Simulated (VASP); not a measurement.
Input of a VASP 6.6.1 run:

Contents of INCAR:

```
SYSTEM = Sr
PREC = Accurate
ENCUT = 500
EDIFF = 1E-6
ISMEAR = 1
SIGMA = 0.1
LREAL = .False.
LASPH = .True.
NELM = 120
ALGO = Normal
ISIF = 2
LWAVE = .False.
LCHARG = .False.
GGA = PS
NBANDS = 11
GGA_COMPAT = .False.
```

Contents of KPOINTS:

```
Automatic mesh
0
Gamma
  7 7 7
  0 0 0
```

File POSCAR:

```
Sr
1.0
   -2.3358211745      2.3358211745      2.3358211745
    2.3358211745     -2.3358211745      2.3358211745
    2.3358211745      2.3358211745     -2.3358211745
Sr
1
Direct
    0.0000000000      0.0000000000      0.0000000000
```

Potentials or basis: VASP PAW PBE potentials, release 64 (Sr_sv).

The run is started by

```bash
$ cat potpaw_PBE.64/Sr_sv/POTCAR > POTCAR
$ mpirun -np 1 vasp_std > vasp.out
```

(1) Estimate the band gap on the k mesh.

(2) Predict the pressure.

## Answers

(1) zero (bands 5 and 6 overlap by 0.41 eV).

(2) 0.0 GPa.

Caveat: the PAW data sets were made with another functional, which shifts forces and pressure a little.
